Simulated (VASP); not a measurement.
# HfO2 (P1) in VASP: a series of runs

Runs on HfO2. Level: r2SCAN. Tasks: single point.

All numbers are computed with VASP 6.6.1; they aren't measurements. Logs are shortened: lines on timing, memory, paths and dates and some standing lists are left out, and cuts for length are marked.

## 1. The cell of the first run

The typed cell holds 6 atoms: a = 4.755 Å, b = 4.651 Å, c = 3.179 Å, α = 93.45°, β = 87.18°, γ = 90.30°.

## 2. Single point, r2SCAN (atoms moved at random and the cell strained at random)

Input file POSCAR:

```
HfO2
1.0
    4.7539768156     -0.0105439045      0.1169779298
   -0.0105439045      4.6485334444     -0.1416822755
    0.0778976398     -0.0943486936      3.1768687053
Hf O
2 4
Direct
    0.0121983219      0.0008904871     -0.0108155449
    0.5112226067      0.5161461970      0.5866250272
    0.1893996110      0.7887460659      0.4918393480
    0.2938369266      0.2918288337     -0.0102498659
    0.6959796425      0.6944358007     -0.0256616646
    0.7973628913      0.2079526156      0.4682627002
```

Input file INCAR.step1:

```
SYSTEM = HfO2
PREC = Accurate ; ENCUT = 520
ISMEAR = 0 ; SIGMA = 0.05
LREAL = .False. ; LASPH = .True.
NELM = 100 ; NBANDS = 31
GGA = PE ; ALGO = Normal
EDIFF = 1E-4 ; LWAVE = .True.
LCHARG = .False.
```

Input file INCAR.step2:

```
SYSTEM = HfO2
PREC = Accurate ; ENCUT = 520
EDIFF = 1E-6 ; ISMEAR = 0
SIGMA = 0.05 ; LREAL = .False.
LASPH = .True. ; NELM = 100
ALGO = Normal ; ISIF = 2
LWAVE = .False. ; LCHARG = .True.
METAGGA = R2SCAN ; LMIXTAU = .True.
LELF = .True. ; LVHAR = .True.
NBANDS = 31 ; ISTART = 1
```

Input file KPOINTS:

```
Automatic mesh
0
Gamma
  6 6 8
  0 0 0
```

Potentials or basis: VASP PAW PBE potentials, release 64 (Hf_pv, O).

Started as:

```console
> cat potpaw_PBE.64/Hf_pv/POTCAR potpaw_PBE.64/O/POTCAR > POTCAR
> cp INCAR.step1 INCAR
> mpirun -np 1 vasp_std > vasp.out
> cp INCAR.step2 INCAR
> mpirun -np 1 vasp_std > vasp.out
```

OUTCAR:

```text
SYSTEM = HfO2
   PREC = Accurate
   ENCUT = 520
   EDIFF = 1E-6
   ISMEAR = 0
   LREAL = .False.
   LASPH = .True.
   NELM = 100
   ISIF = 2
   METAGGA = R2SCAN
   ISTART = 1

 ion  position               nearest neighbor table
   1  0.012  0.001  0.989-   4 1.90   3 1.97   6 1.99   5 2.07   3 2.14   6 2.25   2 3.43   2 3.51
                             2 3.61   2 3.71   2 3.75   2 3.79   2 3.85
   2  0.511  0.516  0.587-   5 1.72   4 1.95   6 1.99   3 2.04   5 2.30   4 2.39   1 3.43   1 3.51
                             1 3.61   1 3.71   1 3.75   1 3.79   1 3.85
   3  0.189  0.789  0.492-   1 1.97   2 2.04   1 2.14
   4  0.294  0.292  0.990-   1 1.90   2 1.95   2 2.39
   5  0.696  0.694  0.974-   2 1.72   1 2.07   2 2.30
   6  0.797  0.208  0.468-   2 1.99   1 1.99   1 2.25

  LATTYP: Found a triclinic cell.
 ALAT       =     3.1792238815
 B/A-ratio  =     1.4628425774
 C/A-ratio  =     1.4957825127
 COS(alpha) =     0.0052320682
 COS(beta)  =     0.0491410212
 COS(gamma) =     0.0601604684

  Lattice vectors:

 A1 = (   0.0778976398,  -0.0943486936,   3.1768687053)
 A2 = (   0.0105439045,  -4.6485334444,   0.1416822755)
 A3 = (   4.7539768156,  -0.0105439045,   0.1169779298)

Analysis of symmetry for initial positions (statically):
=====================================================================
 Subroutine PRICEL returns:
 Original cell was already a primitive cell.

 Routine SETGRP: Setting up the symmetry group for a
 triclinic supercell.

 Subroutine GETGRP returns: Found  1 space group operations
 (whereof  1 operations were pure point group operations)
 out of a pool of  2 trial point group operations.

The static configuration has the point symmetry C_1 .

Analysis of symmetry for dynamics (positions and initial velocities):
=====================================================================
 Subroutine PRICEL returns:
 Original cell was already a primitive cell.

 Routine SETGRP: Setting up the symmetry group for a
 triclinic supercell.

 Subroutine GETGRP returns: Found  1 space group operations
 (whereof  1 operations were pure point group operations)
 out of a pool of  2 trial point group operations.

The dynamic configuration has the point symmetry C_1 .

 Subroutine INISYM returns: Found  1 space group operations
 (whereof  1 operations are pure point group operations),
 and found     1 'primitive' translations

----------------------------------------------------------------------------------------

                                     Primitive cell

  volume of cell :      70.0997

  direct lattice vectors                    reciprocal lattice vectors
     4.753976816 -0.010543904  0.116977930     0.210477674  0.000320399 -0.005151451
    -0.010543904  4.648533444 -0.141682276     0.000320399  0.215316999  0.006386767
     0.077897640 -0.094348694  3.176868705    -0.007735871  0.009590929  0.315249886

  length of vectors
     4.755427486  4.650704057  3.179223882     0.210540950  0.215411939  0.315490603

  position of ions in fractional coordinates (direct lattice)
     0.012198322  0.000890487  0.989184455
     0.511222607  0.516146197  0.586625027
     0.189399611  0.788746066  0.491839348
     0.293836927  0.291828834  0.989750134
     0.695979642  0.694435801  0.974338335
     0.797362891  0.207952616  0.468262700

  ion indices of the primitive-cell ions
   primitive index   ion index
                 1           1
                 2           2
                 3           3
                 4           4
                 5           5
                 6           6

----------------------------------------------------------------------------------------

 KPOINTS: Automatic mesh

Automatic generation of k-mesh.
 Grid dimensions read from file:
 generate k-points for:    6    6    8

 Generating k-lattice:

  Cartesian coordinates                     Fractional coordinates (reciprocal lattice)
     0.035079612  0.000053400 -0.000858575     0.166666667  0.000000000  0.000000000
     0.000053400  0.035886166  0.001064461     0.000000000  0.166666667  0.000000000
    -0.000966984  0.001198866  0.039406236     0.000000000  0.000000000  0.125000000

  Length of vectors
     0.035090158  0.035901990  0.039436325

  Shift w.r.t. Gamma in fractional coordinates (k-lattice)
     0.000000000  0.000000000  0.000000000

 Subroutine IBZKPT returns following result:
 ===========================================

 Found    148 irreducible k-points:

 Following reciprocal coordinates:
            Coordinates               Weight
  0.000000  0.000000  0.000000      1.000000
  0.166667 -0.000000 -0.000000      2.000000
  0.333333 -0.000000 -0.000000      2.000000
  0.500000  0.000000 -0.000000      1.000000
 -0.000000  0.166667 -0.000000      2.000000
  0.166667  0.166667  0.000000      2.000000
[... 16 lines left out ...]
  0.333333 -0.000000  0.125000      2.000000
  0.500000  0.000000  0.125000      2.000000
 [... further k-points ...]
   k-points           NKPTS =    148   k-points in BZ     NKDIM =    148   number of bands    NBANDS=     31
   number of dos      NEDOS =    301   number of ions     NIONS =      6
   total plane-waves  NPLWV =  31104
   dimension x,y,z NGX =    36 NGY =   36 NGZ =   24
   dimension x,y,z NGXF=    72 NGYF=   72 NGZF=   48
   ions per type =               2   4
   NGX,Y,Z   is equivalent  to a cutoff of  12.59, 12.87, 12.55 a.u.
   NGXF,Y,Z  is equivalent  to a cutoff of  25.17, 25.74, 25.10 a.u.
 SYSTEM =  HfO2
   PREC   = accura    normal or accurate (medium, high low for compatibility)
   ISTART =      1    job   : 0-new  1-cont  2-samecut
   ICHARG =      0    charge: 1-file 2-atom 10-const
   ISPIN  =      1    spin polarized calculation?
   LNONCOLLINEAR =      F non collinear calculations
   LSORBIT =      F    spin-orbit coupling
   LASPH  =      T    aspherical Exc in radial PAW
   ENCUT  =  520.0 eV  38.22 Ry    6.18 a.u.   8.84  8.65  5.91*2*pi/ulx,y,z
   NELM   =    100;   NELMIN=  2; NELMDL=  0     # of ELM steps
   EDIFF  = 0.1E-05   stopping-criterion for ELM
   LREAL  =      F    real-space projection
   EDIFFG = 0.1E-04   stopping-criterion for IOM
   NSW    =      0    number of steps for IOM
   IBRION =     -1    ionic relax: 0-MD 1-quasi-New 2-CG
   NFREE  =      0    steps in history (QN), initial steepest desc. (CG)
   ISIF   =      2    stress and relaxation
   ISYM   =      2    0-nonsym 1-usesym 2-fastsym
   POTIM  = 0.5000    time-step for ionic-motion
   TEBEG  =    0.0;   TEEND  =   0.0 temperature during run
   PSTRESS=    0.0 pullay stress
   NELECT =      44.0000    total number of electrons
   NUPDOWN=      -1.0000    fix difference up-down
   EMIN   =  10.00;   EMAX   =-10.00  energy-range for DOS
   EFERMI =   0.00;   METHOD = LEGACY
   ISMEAR =     0;   SIGMA  =   0.05  broadening in eV -4-tet -1-fermi 0-gaus
   EFERMI_NEDOS =   21; number of points for ismear=-14 and -15
   IALGO  =     38    algorithm
   IMIX   =      4    mixing-type and parameters
     AMIX     =   0.40;   BMIX     =  1.00
     AMIX_MAG =   1.60;   BMIX_MAG =  1.00
  volume/ion in A,a.u.               =      11.68        78.84
  Fermi-wavevector in a.u.,A,eV,Ry     =   1.401696  2.648821 26.732060  1.964751
  Thomas-Fermi vector in A             =   2.524531
   LORBIT       =      0    0 simple, 1 ext, 2 COOP (PROOUT), +10 PAW based schemes
   METAGGA = R2SCAN    functional components
   LHFCALC =     F    Hartree Fock is set to
   AEXX    =    0.0000 exact exchange contribution
   IVDW    =     0    specifies the selected vdW correction
   LEPSILON=     F    determine dielectric tensor
   LRPA    =     F    only Hartree local field effects (RPA)
 non-spin polarized calculation
 Gauss-broadening in eV      SIGMA  =   0.05
  energy-cutoff  :      520.00
  volume of cell :       70.10
 maximum number of plane-waves:      1907
   NGX = 17   NGY = 17   NGZ = 11

 number of electron      44.0000013 magnetization

 Free energy of the ion-electron system (eV)
  ---------------------------------------------------
  ext. energy  EPLUGINS =         0.00000000
  ---------------------------------------------------
  free energy    TOTEN  =      -135.54089390 eV

  energy without entropy =     -135.54089390  energy(sigma->0) =     -135.54089390

 E-fermi :   2.6751     XC(G=0): -11.9580

 val. band max:        2.3557463953   @ k =   0.0000   0.0000   0.0000
 cond. band min:       7.0776138690   @ k =   0.0000   0.0000   0.0000
 fundamental gap:      4.7218674737
 Fermi energy:         2.6751203465

 k-point     1 :       0.0000    0.0000    0.0000
  band No.  band energies     occupation
      1     -27.9518      2.00000
      2     -27.6904      2.00000
      3     -27.4777      2.00000
      4     -27.2122      2.00000
      5     -27.0421      2.00000
      6     -26.9936      2.00000
[... 23 lines left out ...]
     30      11.9094      0.00000
     31      12.9244      0.00000

 k-point     2 :       0.1667   -0.0000   -0.0000
  band No.  band energies     occupation
      1     -27.9282      2.00000
      2     -27.6745      2.00000
      3     -27.5039      2.00000
      4     -27.2117      2.00000
      5     -27.0639      2.00000
      6     -26.9975      2.00000
[... 23 lines left out ...]
     30      11.9166      0.00000
     31      13.0412      0.00000

 k-point     3 :       0.3333   -0.0000   -0.0000
  band No.  band energies     occupation
      1     -27.8685      2.00000
      2     -27.6392      2.00000
      3     -27.5692      2.00000
      4     -27.2105      2.00000
      5     -27.1111      2.00000
      6     -27.0048      2.00000
[... 703 lines left out ...]
     30      11.6841      0.00000
     31      13.0137      0.00000

 k-point    24 :       0.5000    0.0000    0.1250
  band No.  band energies     occupation
      1     -27.8513      2.00000
      2     -27.6126      2.00000
      3     -27.5934      2.00000
      4     -27.3271      2.00000
      5     -27.1065      2.00000
      6     -27.0670      2.00000
[... 23 lines left out ...]
     30      11.6795      0.00000
     31      13.1075      0.00000

 [... further k-points ...]

------------------------ aborting loop because EDIFF is reached ----------------------------------------

  FORCE on cell =-STRESS in cart. coord.  units (eV):
  Direction    XX          YY          ZZ          XY          YZ          ZX
  --------------------------------------------------------------------------------------
  -------------------------------------------------------------------------------------
  Total       12.2646544     11.8709872     13.2284235      4.9780872      9.1029023      0.8318019
  in kB      280.3173645    271.3198215    302.3449911    113.7777087    208.0532809     19.0114208
  external PRESSURE =     284.6607257 kB  Pullay stress =       0.0000000 kB

 VOLUME and BASIS-vectors are now :
 -----------------------------------------------------------------------------
  energy-cutoff  :      520.00
  volume of cell :       70.10
      direct lattice vectors                 reciprocal lattice vectors
     4.753976816 -0.010543904  0.116977930     0.210477674  0.000320399 -0.005151451
    -0.010543904  4.648533444 -0.141682276     0.000320399  0.215316999  0.006386767
     0.077897640 -0.094348694  3.176868705    -0.007735871  0.009590929  0.315249886

 POSITION                                       TOTAL-FORCE (eV/Angst)
 -----------------------------------------------------------------------------------
      0.13504     -0.08932      3.14381        -1.051794      0.109994      0.592845
      2.47059      2.33859      1.85030        -4.086013     -3.956915     -7.114808
      0.93040      3.61811      1.47291        -0.100678      0.237210     -1.708381
      1.47092      1.26010      3.13733         1.390134      1.212647      0.577155
      3.37725      3.12884      3.07837         3.339855      3.371580      6.377210
      3.82493      0.91409      1.55142         0.508495     -0.974516      1.275979
 -----------------------------------------------------------------------------------
    total drift:                                0.000539      0.000323      0.000873

  FREE ENERGIE OF THE ION-ELECTRON SYSTEM (eV)
  ---------------------------------------------------
  free  energy   TOTEN  =      -135.5408938978 eV

  energy  without entropy=     -135.5408938978  energy(sigma->0) =     -135.54089390
```

Run time: 8.4 min. Hardware: 1 thread of Intel Xeon Platinum 8488C (Sapphire Rapids), shared host; peak memory 0.36 GiB.

What came out:

```yaml
Free_energy: -135.5409 eV
Pressure: 28.5 GPa
Largest_force: 9.109 eV/Å
Band_gap_on_the_k_mesh: 4.72 eV
```

Forces on the atoms (eV/Å):
```
Hf  -1.052  0.110  0.593
Hf  -4.086 -3.957 -7.115
O   -0.101  0.237 -1.708
O    1.390  1.213  0.577
O    3.340  3.372  6.377
O    0.508 -0.975  1.276
```

Levels at points of the mesh, in eV from the valence-band top:
| k point | band 20 | band 21 | band 22 | band 23 | band 24 | band 25 |
| --- | --- | --- | --- | --- | --- | --- |
| (0.00, 0.00, 0.00) | -0.87 | -0.70 | 0.00 | 4.72 | 5.75 | 6.23 |
| (0.50, 0.00, 0.00) | -1.29 | -0.84 | -0.63 | 4.82 | 5.96 | 7.29 |
| (0.00, 0.50, 0.00) | -1.35 | -1.12 | -0.46 | 4.84 | 6.04 | 7.11 |
| (0.50, 0.50, 0.00) | -1.29 | -1.08 | -0.88 | 5.03 | 6.03 | 6.68 |
| (0.00, 0.00, 0.50) | -1.92 | -0.99 | -0.83 | 6.26 | 6.79 | 6.97 |
| (0.50, 0.00, 0.50) | -1.33 | -1.30 | -0.85 | 5.14 | 5.45 | 7.43 |
| (0.00, 0.50, 0.50) | -1.32 | -1.27 | -0.86 | 4.98 | 5.99 | 7.34 |
| (0.50, 0.50, 0.50) | -1.02 | -0.60 | -0.32 | 5.61 | 6.57 | 6.82 |

Caveat: the cell differs from its parent crystal (atoms moved at random and the cell strained at random); the cell stands under pressure; the PAW data sets were made with another functional, which shifts forces and pressure a little; spin-orbit coupling is left out, which moves the levels of the heavy elements. A k mesh can miss the band edges.

## 3. Single point, r2SCAN (atoms moved at random and the cell strained at random)

Input file POSCAR:

```
HfO2
1.0
    4.7989053175     -0.0556823726     -0.0814554893
   -0.0556823726      4.8151449630      0.0020353615
   -0.0542426282      0.0013553827      3.1301643032
Hf O
2 4
Direct
   -0.0111597870      0.0074667340     -0.0176207280
    0.4967559737      0.4984763580      0.5078255686
    0.2045072468      0.8049249734      0.5231070031
    0.3024677400      0.3086921636     -0.0010628368
    0.6979538434      0.6874739203      0.0088621657
    0.8094749830      0.1929658505      0.4788888274
```

Input file INCAR.step1:

```
PREC = Accurate
ENCUT = 520
ISMEAR = 0
SIGMA = 0.05
LREAL = F
LASPH = T
NELM = 60
NBANDS = 31
GGA = PE
ALGO = Normal
EDIFF = 1E-4
LWAVE = T
LCHARG = F
```

Input file INCAR.step2:

```
PREC = Accurate
ENCUT = 520
EDIFF = 1E-7
ISMEAR = 0
SIGMA = 0.05
LREAL = F
LASPH = T
NELM = 60
ALGO = Normal
ISIF = 2
LWAVE = F
LCHARG = T
METAGGA = R2SCAN
LMIXTAU = T
LELF = T
LVHAR = T
NBANDS = 31
ISTART = 1
```

Input file KPOINTS:

```
Automatic mesh
0
Gamma
  6 6 8
```

Potentials or basis: VASP PAW PBE potentials, release 64 (Hf_pv, O).

Started as:

```console
> cat potpaw_PBE.64/Hf_pv/POTCAR potpaw_PBE.64/O/POTCAR > POTCAR
> cp INCAR.step1 INCAR
> mpirun -np 1 vasp_std > vasp.out
> cp INCAR.step2 INCAR
> mpirun -np 1 vasp_std > vasp.out
```

Run time: 12 min. Hardware: 1 thread of Intel Xeon Platinum 8488C (Sapphire Rapids), shared host; peak memory 0.37 GiB.

The run converged. Its results:

* Free energy: -137.1172 eV
* Pressure: 9.2 GPa
* Largest force: 1.756 eV/Å
* Band gap on the k mesh: 4.59 eV

Forces on the atoms (eV/Å):
```
Hf   1.226 -1.192  0.399
Hf  -0.329  0.539 -0.210
O   -0.326  0.253 -0.642
O   -0.276 -0.549 -0.076
O    0.482  0.402  0.176
O   -0.778  0.548  0.354
```

Stress tensor (GPa, compression positive):
```
 5.66  4.84  2.89
 4.84  5.68  1.31
 2.89  1.31 16.41
```

Levels at points of the mesh, in eV from the valence-band top:
```csv
k point,band 20,band 21,band 22,band 23,band 24,band 25
"(0.00, 0.00, 0.00)",-0.68,-0.61,0.00,4.59,4.79,5.93
"(0.50, 0.00, 0.00)",-1.25,-0.98,-0.56,5.28,5.32,6.83
"(0.00, 0.50, 0.00)",-1.27,-1.01,-0.58,5.28,5.32,6.78
"(0.50, 0.50, 0.00)",-1.09,-0.95,-0.90,4.72,4.88,6.40
"(0.00, 0.00, 0.50)",-2.13,-1.15,-0.95,6.11,6.22,6.60
"(0.50, 0.00, 0.50)",-1.71,-1.16,-0.86,4.66,4.93,7.00
"(0.00, 0.50, 0.50)",-1.69,-1.10,-0.97,4.68,4.77,7.06
"(0.50, 0.50, 0.50)",-1.18,-0.61,-0.52,5.59,5.80,6.43
```

Caveat: the cell differs from its parent crystal (atoms moved at random and the cell strained at random); the cell stands under pressure; the PAW data sets were made with another functional, which shifts forces and pressure a little; spin-orbit coupling is left out, which moves the levels of the heavy elements. A k mesh can miss the band edges.
